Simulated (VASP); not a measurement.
# PtS2 (P-3m1) in VASP: a series of runs, part 2 of 2

VASP 6.6.1. The steps go on from the part before.

## 3. Single point, PBE

Contents of INCAR:

```
ALGO     = Normal         # electronic algorithm
EDIFF    = 1E-6           # SCF threshold, eV
ENCUT    = 520            # plane-wave cutoff, eV
GGA      = PE             # functional
ISIF     = 2              # what is computed and relaxed
ISMEAR   = 1              # smearing method
LASPH    = T              # aspherical terms in the spheres
LCHARG   = F              # write CHGCAR
LREAL    = F              # projectors in reciprocal space
LWAVE    = F              # write WAVECAR
NBANDS   = 18             # bands
NELM     = 60             # most SCF steps
PREC     = Accurate       # precision mode
SIGMA    = 0.001          # smearing width, eV
```

Contents of KPOINTS:

```
k-points
0
Gamma
  6 6 4
```

Contents of POSCAR:

```
PtS2
1.0
    3.5526415803      0.0000000000      0.0000000000
   -1.7763207902      3.0766778591      0.0000000000
    0.0000000000      0.0000000000      5.1227110450
Pt S
1 2
Direct
    0.0000000000      0.0000000000      0.0000000000
    0.3333333333      0.6666666667      0.2392599773
    0.6666666667      0.3333333333      0.7607400227
```

Potentials or basis: VASP PAW PBE potentials, release 64 (Pt, S).

Started as:

```
$ cat potpaw_PBE.64/Pt/POTCAR potpaw_PBE.64/S/POTCAR > POTCAR
$ mpirun -np 1 vasp_std > vasp.out
```

OUTCAR:

```text
EDIFF = 1E-6
   ENCUT = 520
   GGA = PE
   ISIF = 2
   ISMEAR = 1
   LASPH = T
   LREAL = F
   NELM = 60
   PREC = Accurate

 ion  position               nearest neighbor table
   1  0.000  0.000  0.000-   2 2.39   3 2.39   3 2.39   2 2.39   3 2.39   2 2.39
   2  0.333  0.667  0.239-   1 2.39   1 2.39   1 2.39
   3  0.667  0.333  0.761-   1 2.39   1 2.39   1 2.39

  LATTYP: Found a hexagonal cell.
 ALAT       =     3.5526415803
 C/A-ratio  =     1.4419442348

  Lattice vectors:

 A1 = (   3.5526415803,   0.0000000000,   0.0000000000)
 A2 = (  -1.7763207902,   3.0766778591,   0.0000000000)
 A3 = (   0.0000000000,   0.0000000000,   5.1227110450)

Analysis of symmetry for initial positions (statically):
=====================================================================
 Subroutine PRICEL returns:
 Original cell was already a primitive cell.

 Routine SETGRP: Setting up the symmetry group for a
 hexagonal supercell.

[... 164 lines left out ...]
  free energy    TOTEN  =       -15.39450917 eV

  energy without entropy =      -15.39450917  energy(sigma->0) =      -15.39450917

 E-fermi :   6.4328     XC(G=0): -10.5243

 val. band max:        6.4199658018   @ k =   0.0000   0.0000   0.0000
 cond. band min:       7.2689590553   @ k =   0.0000   0.3333   0.2500
 fundamental gap:      0.8489932535
 Fermi energy:         6.4328293819

 k-point     1 :       0.0000    0.0000    0.0000
  band No.  band energies     occupation
      1      -8.6842      2.00000
      2      -5.8771      2.00000
      3      -0.3521      2.00000
      4      -0.0137      2.00000
      5      -0.0137      2.00000
      6       2.7268      2.00000
[... 481 lines left out ...]
      5       0.3711      2.00000
      6       2.1975      2.00000
[... 10 lines left out ...]
     17      14.4797      0.00000
     18      17.0937      0.00000

------------------------ aborting loop because EDIFF is reached ----------------------------------------

  FORCE on cell =-STRESS in cart. coord.  units (eV):
  Direction    XX          YY          ZZ          XY          YZ          ZX
  --------------------------------------------------------------------------------------
  -------------------------------------------------------------------------------------
  Total        1.2740222      1.2740222      0.8238218     -0.0000000      0.0000000     -0.0000000
  in kB       36.4547653     36.4547653     23.5727683     -0.0000000      0.0000000     -0.0000000
  external PRESSURE =      32.1607663 kB  Pullay stress =       0.0000000 kB

 VOLUME and BASIS-vectors are now :
 -----------------------------------------------------------------------------
  energy-cutoff  :      520.00
  volume of cell :       55.99
      direct lattice vectors                 reciprocal lattice vectors
     3.552641580  0.000000000  0.000000000     0.281480689  0.162512952  0.000000000
    -1.776320790  3.076677859  0.000000000     0.000000000  0.325025903  0.000000000
     0.000000000  0.000000000  5.122711045     0.000000000  0.000000000  0.195209137

 POSITION                                       TOTAL-FORCE (eV/Angst)
 -----------------------------------------------------------------------------------
      0.00000      0.00000      0.00000         0.000000      0.000000      0.000000
     -0.00000      2.05112      1.22566        -0.000000      0.000000      0.026190
      1.77632      1.02556      3.89705        -0.000000     -0.000000     -0.026190
 -----------------------------------------------------------------------------------
    total drift:                                0.000000     -0.000000      0.000000

  FREE ENERGIE OF THE ION-ELECTRON SYSTEM (eV)
  ---------------------------------------------------
  free  energy   TOTEN  =       -15.3945091664 eV

  energy  without entropy=      -15.3945091664  energy(sigma->0) =      -15.39450917
```

stdout:

```text
POSCAR found type information on POSCAR PtS
 POSCAR found :  2 types and       3 ions
 scaLAPACK will be used
 LDA part: xc-table for (Slater+PW92), standard interpolation
 POSCAR, INCAR and KPOINTS ok, starting setup
 FFT: planning ... GRIDC
 FFT: planning ... GRID_SOFT
 FFT: planning ... GRID
 WAVECAR not read
 entering main loop
```

Wall time 19 s (1 thread of Intel Xeon Platinum 8375C at 2.90GHz (Ice Lake), shared host); peak memory 0.19 GiB.

Results:

- Free energy: -15.3945 eV
- Pressure: 3.2 GPa
- Largest force: 0.026 eV/Å
- Band gap on the k mesh: 0.85 eV, indirect (least direct gap 1.42 eV)

Forces on the atoms (eV/Å):
```
Pt   0.000  0.000  0.000
S    0.000  0.000  0.026
S    0.000  0.000 -0.026
```

Caveat: spin-orbit coupling is left out, which moves the levels of the heavy elements.
